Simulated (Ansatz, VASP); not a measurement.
AgCl: VASP beside Ansatz

Contents of POSCAR:

```
AgCl
1.0
    0.0000000000      2.9932462515      2.9932462515
    2.8998569684      0.0000000000      2.9932462515
    2.8998569684      2.9932462515      0.0000000000
Ag Cl
1 1
Direct
    0.0000000000      0.0000000000      0.0000000000
    0.2500000000      0.2500000000      0.2500000000
```

File INCAR.step1:

```
SYSTEM = AgCl
  PREC = Accurate
  ENCUT = 520
  ISMEAR = 0
  SIGMA = 0.01
  LREAL = .FALSE.
  LASPH = .TRUE.
  NELM = 60
  NBANDS = 16
  GGA = PE
  ALGO = Normal
  EDIFF = 1E-4
  LWAVE = .TRUE.
  LCHARG = .FALSE.
```

INCAR.step2

```
SYSTEM = AgCl
  PREC = Accurate
  ENCUT = 520
  EDIFF = 1E-6
  ISMEAR = 0
  SIGMA = 0.01
  LREAL = .FALSE.
  LASPH = .TRUE.
  NELM = 60
  ALGO = Normal
  ISIF = 2
  LWAVE = .FALSE.
  LCHARG = .FALSE.
  METAGGA = R2SCAN
  LMIXTAU = .TRUE.
  NBANDS = 16
  ISTART = 1
```

The input KPOINTS:

```
Automatic mesh
0
G
  8 8 8
  0 0 0
```

Input for Ansatz:

```yaml
crystal:
  lattice:
    - [0.0, 2.9932462515, 2.9932462515]
    - [2.8998569684, 0.0, 2.9932462515]
    - [2.8998569684, 2.9932462515, 0.0]
  atoms:
    - { symbol: Ag, position: [0.0, 0.0, 0.0] }
    - { symbol: Cl, position: [0.25, 0.25, 0.25] }
kpoints:
  mp_grid: { grid: [8, 8, 8] }
  band_path:
    path:
      - [0.0, 0.0, 0.0]
      - [-0.5, -0.5, 0.0]
      - [-0.375, -0.375, 0.25]
      - [-0.375, 0.0, 0.375]
      - [0.0, 0.0, 0.5]
      - [-0.5, -0.25, 0.25]
    npoints: 1
hamiltonian:
  xc: r2scan
scf:
  occupations: { method: fixed }
  n_extra_bands: 4
output:
  forces: true
  stress: true
  eigenvalues: true
  write_density: true
  write_potential: true
  elf: true
  volumetric_format: npy
```

Change from the starting cell: uniaxial_x strain -3.1%.

Alike in both runs: task single point; functional r2SCAN; k mesh 8 × 8 × 8; no spin polarisation.

|  | VASP | Ansatz |
| --- | --- | --- |
| version | VASP 6.6.1 | Ansatz 0.2.0 |
| potentials or method | VASP PAW PBE potentials, release 64 (Ag, Cl) | plane waves, PAW |
| plane-wave cutoff (eV) | 520 | 500 |
| occupations | gaussian, width 0.01 eV | fixed |
| valence electrons in the cell | 18 | 26 |

```tsv
	VASP	Ansatz	Ansatz less VASP
gap on the k mesh at the Fermi level (eV)	1.53	1.58	+0.047
pressure (GPa)	1.1	1.2	+0.09
```

VASP's potentials were made for PBE, not for r2SCAN. VASP's potentials hold 18 valence electrons a cell and Ansatz's 26, so a difference there can come from the potentials and not from the codes.
